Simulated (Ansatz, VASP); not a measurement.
## Au: VASP beside Ansatz

```
Au
1.0
     2.74841    0.00000    0.00000
     0.00000    2.74841    0.00000
     0.00000    0.00000    2.74841
Au
1
Direct
  0.50000 0.50000 0.50000
```

Alike in both runs: task relaxation of cell and atoms; functional RPBE; dispersion D4; k mesh 10 × 10 × 10; occupations fermi-dirac, width 0.05 eV; no spin polarisation.

|  | VASP | Ansatz |
| --- | --- | --- |
| version | VASP 6.6.1 | Ansatz 0.2.0 |
| potentials or method | VASP PAW PBE potentials, release 64 (Au) | Ansatz PAW |
| plane-wave cutoff (eV) | 600 | 420 |
| valence electrons in the cell | 11 | 19 |

```tsv
	VASP	Ansatz	Ansatz less VASP
gap on the k mesh at the Fermi level, each at its own relaxed structure (eV)	none	none	-
relaxed volume (Å³/atom)	19.85	19.86	+0.006
relaxed cell length with the largest relative difference (Å)	2.708	2.708	+0.0003
```

VASP's potentials were made for PBE, not for RPBE. A gap of «none» marks a metal or a gap that the smearing closes. VASP's potentials hold 11 valence electrons a cell and Ansatz's 19, so a difference there can come from the potentials and not from the codes.

Spin-orbit coupling is off throughout. Noted on Ansatz's run: the plane-wave basis is chosen anew once the cell has moved, so the energies of steps on either side of that aren't comparable.
